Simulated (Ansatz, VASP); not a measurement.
SnTe: VASP and Ansatz over several settings

```xyz
2
Lattice="3.9047 0.0000 0.0000 0.0000 3.9047 0.0000 0.0000 0.0000 3.9047" Properties=species:S:1:pos:R:3 pbc="T T T"
Te    1.9524    1.9524    1.9524
Sn    0.0000    0.0000    0.0000
```

Single points on this cell with VASP 6.6.1 and Ansatz 0.2.0. Each row is one pair of runs. Alike in all rows: Ansatz's potentials, cutoff: Ansatz PAW, 420 eV.

| level | spin | k mesh | smearing | VASP's potentials, cutoff | gap on the k mesh at the Fermi level (eV), VASP | gap on the k mesh at the Fermi level (eV), Ansatz | pressure (GPa), VASP | pressure (GPa), Ansatz |
| --- | --- | --- | --- | --- | --- | --- | --- | --- |
| PBE | off | 7 × 7 × 7 | gaussian, width 0.012 eV | VASP PAW PBE potentials, release 64 (Te, Sn_d), 520 eV | none | none | -1.2 | -1.1 |
| PBE | off | 7 × 7 × 7 | gaussian, width 0.027 eV | VASP PAW PBE potentials, release 64 (Te, Sn_d), 520 eV | none | none | -1.1 | -1.1 |
| PBE | off | 7 × 7 × 7 | gaussian, width 0.028 eV | VASP PAW PBE potentials, release 64 (Te, Sn_d), 520 eV | none | none | -1.2 | -1.1 |
| PBEsol-based global hybrid | off | 4 × 4 × 4 | fermi-dirac, width 0.05 eV | VASP PAW PBE potentials, release 64 (Te, Sn_d), 520 eV | none | none | -2.7 | -2.4 |
| PBE0 | non-collinear, zero start, SOC | 3 × 3 × 3 | fermi-dirac, width 0.05 eV | VASP PAW PBE potentials, release 64 (Te, Sn_d), 520 eV | - | - | 0.0 | 0.5 |
| PBE | off | 7 × 7 × 7 | gaussian, width 0.011 eV | VASP PAW PBE potentials, release 64 (Te, Sn_d), 520 eV | none | none | -1.2 | -1.1 |
| PBE | off | 7 × 7 × 7 | gaussian, width 0.025 eV | VASP PAW PBE potentials, release 64 (Te, Sn_d), 500 eV | none | none | -1.1 | -1.1 |
| PBE | off | 7 × 7 × 7 | gaussian, width 0.026 eV | VASP PAW PBE potentials, release 64 (Te, Sn_d), 500 eV | none | none | -1.2 | -1.1 |

Pressure (GPa): the two programs differ by at most 0.5.

VASP's potentials hold 20 valence electrons a cell and Ansatz's 30, so a difference there can come from the potentials and not from the codes.

A gap of «none» marks a metal or a gap that the smearing closes.

The k mesh is coarse in some rows, so the values compare programs but aren't converged. Noted on Ansatz's runs: odd divisions of the mesh miss points on the zone boundary, where band edges often lie, so the gap on the mesh can be too wide.

A gap of «none» marks a metal or a gap under the smearing width.
